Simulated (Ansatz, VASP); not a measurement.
**One calculation of TaF3, two programs**

```
Ta F
1.0
     4.01824    0.00000    0.00000
     0.00000    4.01824    0.00000
     0.00000    0.00000    3.78416
Ta F
1 3
Direct
  0.00000 0.00000 0.00000
  0.50000 0.00000 0.00000
  0.00000 0.50000 0.00000
  0.00000 0.00000 0.50000
```

Change from the starting cell: strain +0.030 along x and y, -0.030 along z, atoms carried along.

Alike in both runs: task single point; functional LDA; k mesh 12 × 12 × 12; occupations gaussian, width 0.15 eV; no spin polarisation.

|  | VASP | Ansatz |
| --- | --- | --- |
| version | VASP 6.6.1 | Ansatz 0.2.0 |
| potentials or method | VASP PAW LDA potentials, release 64 (Ta_pv, F), cutoff 600 eV | scalar-relativistic, plane waves, PAW |
| valence electrons in the cell | 32 | 34 |

|  | VASP | Ansatz | Ansatz less VASP |
| --- | --- | --- | --- |
| gap on the k mesh at the Fermi level (eV) | none | none | - |
| pressure (GPa) | 12.3 | 11.7 | -0.62 |
| traceless stress, the component that is largest in VASP (GPa) | 17.30 | 16.93 | -0.367 |

LDA's correlation is that of Perdew and Zunger in VASP and of Perdew and Wang (1992) in Ansatz. A gap of «none» marks a metal or a gap that the smearing closes. VASP's potentials hold 32 valence electrons a cell and Ansatz's 34, so a difference there can come from the potentials and not from the codes.

Neither program's run includes spin-orbit coupling.
